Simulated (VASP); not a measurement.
Wanted: the native input for a VASP 6.6.1 run.

```yaml
Task: single point
Functional: PBE
Potentials_or_basis: VASP PAW PBE potentials, release 64 (Ca_sv)
Cutoff: 520 eV
k_mesh: 12 × 12 × 12
Occupations: fermi-dirac, width 0.05 eV
Spin: no spin polarisation
Dipole_correction: no
Further_INCAR_settings: ALGO = Normal; EDIFF = 1e-07; NBANDS = 17
```

The structure of Ca lies in POSCAR:

```
Ca
1.0
   -2.5235110640      2.5235110640      1.3517976740
    2.5235110640     -2.5235110640      1.3517976740
    2.5235110640      2.5235110640     -1.3517976740
Ca
2
Direct
   -0.3750000000     -0.1250000000     -0.2500000000
    0.3750000000      0.1250000000      0.2500000000
```

This cell differs from its parent crystal: volume scaled by 0.4.

These files were run (other wordings do the same):

INCAR

```
  ALGO = Normal
  EDIFF = 1E-7
  ENCUT = 520
  GGA = PE
  ISIF = 2
  ISMEAR = -1
  LASPH = T
  LCHARG = F
  LREAL = F
  LWAVE = F
  NBANDS = 17
  NELM = 80
  PREC = Accurate
  SIGMA = 0.05
```

KPOINTS

```
k-points
0
Gamma
  12 12 12
```

Potentials or basis: VASP PAW PBE potentials, release 64 (Ca_sv).

Launch:

```console
$ cat potpaw_PBE.64/Ca_sv/POTCAR > POTCAR
$ mpirun -np 1 vasp_std > vasp.out
```

It gave:

```yaml
Pressure: 49.2 GPa
Band_gap_on_the_k_mesh: zero (band 10 reaches 7.39 eV, above the bottom of band 11 at 6.29 eV)
```

Wall time 36 s on 1 thread of Intel(R) Xeon(R) 6975P-C (Granite Rapids), on a shared host, peak memory 0.21 GiB.
